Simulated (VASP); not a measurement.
Here is a VASP 6.6.1 calculation.

File INCAR:

```
SYSTEM = Al
  PREC = Accurate
  ENCUT = 520
  EDIFF = 1E-6
  ISMEAR = 0
  SIGMA = 0.15
  LREAL = .FALSE.
  LASPH = .TRUE.
  NELM = 80
  ALGO = Normal
  ISIF = 2
  LWAVE = .FALSE.
  LCHARG = .TRUE.
  GGA = PE
  LELF = .TRUE.
  LVHAR = .TRUE.
  NBANDS = 8
```

File KPOINTS:

```
regular mesh
0
G
  26 26 26
  0 0 0
```

POSCAR

```
Al
1.0
   -1.6175102217      1.6175102217      1.6175102217
    1.6175102217     -1.6175102217      1.6175102217
    1.6175102217      1.6175102217     -1.6175102217
Al
1
Direct
    0.0000000000      0.0000000000      0.0000000000
```

Potentials or basis: VASP PAW PBE potentials, release 64 (Al).

The run is started by

```sh
$ cat potpaw_PBE.64/Al/POTCAR > POTCAR
$ mpirun -np 1 vasp_std > vasp.out
```

**Question.** Predict the pressure.

**Answer.** -0.1 GPa.
